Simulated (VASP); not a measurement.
# Al: single point with PBEsol

The system is Al.

```xyz
2
Lattice="2.8497 0.0000 0.0000 -1.4248 2.4679 0.0000 0.0000 0.0000 4.4157" Properties=species:S:1:pos:R:3 pbc="T T T"
Al    1.4248    0.8226    3.3118
Al    0.0000    1.6453    1.1039
```

```
Program                : VASP 6.6.1
Task                   : single point
Functional             : PBEsol
Potentials or basis    : VASP PAW PBE potentials, release 64 (Al)
Cutoff                 : 520 eV
k mesh                 : 18 × 18 × 10
Occupations            : gaussian, width 0.15 eV
Spin                   : no spin polarisation
Dipole correction      : no
Further INCAR settings : ALGO = Fast; EDIFF = 1e-06; NBANDS = 10
```

```
Pressure               : 4.7 GPa
Band gap on the k mesh : zero (band 3 reaches 13.66 eV, above the bottom of band 4 at 5.21 eV)
```

Stress tensor (GPa, compression positive):
```
2.83 0.00 0.00
0.00 2.83 0.00
0.00 0.00 8.45
```

Levels at points of the mesh, in eV from the Fermi level:
| k point | band 1 | band 2 | band 3 | band 4 | band 5 | band 6 |
| --- | --- | --- | --- | --- | --- | --- |
| (0.00, 0.00, 0.00) | -11.55 | -4.51 | -3.79 | 10.19 | 10.19 | 10.62 |
| (0.50, 0.00, 0.00) | -5.73 | -5.52 | 0.67 | 1.54 | 1.77 | 2.26 |
| (0.00, 0.00, 0.50) | -9.67 | -9.67 | 4.61 | 4.61 | 11.52 | 11.52 |
| (0.50, 0.00, 0.50) | -4.18 | -4.18 | -3.38 | -3.38 | 6.83 | 6.83 |

Run time: 36 s on 1 thread of AMD EPYC 9R45 96-Core Processor (Zen 5), on a shared host, peak memory 0.15 GiB.

Caveat: the PAW data sets were made with another functional, which shifts forces and pressure a little.
